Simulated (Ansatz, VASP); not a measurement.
## Br in VASP and in Ansatz

```
Br
1.0
     3.59206    0.00000    0.00000
    -1.79603    3.11082    0.00000
     0.00000    0.00000    4.31572
Br
2
Direct
  0.33333 0.66667 0.25000
  0.66667 0.33333 0.75000
```

Change from the starting cell: volume scaled by 0.84, LAPW.

Alike in both runs: task single point; functional PBE; k mesh 14 × 14 × 8; occupations fermi-dirac, width 0.05 eV; no spin polarisation.

```csv
,VASP,Ansatz
version,VASP 6.6.1,Ansatz 0.2.0
potentials or method,"VASP PAW PBE potentials, release 64 (Br), cutoff 520 eV","all-electron LAPW, scalar-relativistic"
```

```csv
,VASP,Ansatz,Ansatz less VASP
pressure (GPa),5.9,5.9,+0.01
```

Ansatz ran all-electron here, and VASP with PAW potentials.
